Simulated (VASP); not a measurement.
Crystal: Cu.

```xyz
1
Lattice="0.0000 1.8075 1.8075 1.8075 0.0000 1.8075 1.8075 1.8075 0.0000" Properties=species:S:1:pos:R:3 pbc="T T T"
Cu    0.0000    0.0000    0.0000
```

* Program: VASP 6.6.1
* Task: relaxation of volume and atoms at fixed shape
* Functional: r2SCAN
* Potentials or basis: VASP PAW PBE potentials, release 64 (Cu)
* Cutoff: 600 eV
* k mesh: 11 × 11 × 11
* Occupations: fermi-dirac, width 0.05 eV
* Spin: no spin polarisation

At the start: pressure -4.5 GPa; volume 11.81 Å³/atom.

Question: How do energy, volume and symmetry change on relaxing?

Answer: Over 3 steps the energy falls by 4.9 meV/atom and the volume is 11.47 Å³/atom (-2.9 %); space group Fm-3m (No. 225, to 0.1 Å) before and after.

Step by step:
| step | energy change (eV) | largest force (eV/Å) | pressure (GPa) | volume (Å³) |
| --- | --- | --- | --- | --- |
| 1 | 0.0000 | 0.0000 | -4.50 | 11.81 |
| 2 | -0.0028 | 0.0000 | 3.17 | 11.25 |
| 3 | -0.0049 | 0.0000 | -0.10 | 11.47 |

Final structure:
```cif
data_structure
_symmetry_space_group_name_H-M 'P 1'
_symmetry_Int_Tables_number 1
_cell_length_a 2.5314
_cell_length_b 2.5314
_cell_length_c 2.5314
_cell_angle_alpha 60.000
_cell_angle_beta 60.000
_cell_angle_gamma 60.000
_cell_volume 11.47
loop_
_atom_site_label
_atom_site_type_symbol
_atom_site_fract_x
_atom_site_fract_y
_atom_site_fract_z
_atom_site_occupancy
Cu1 Cu 0.00000 0.00000 0.00000 1
```

Caveat: the PAW data sets were made with another functional, which shifts forces and pressure a little.
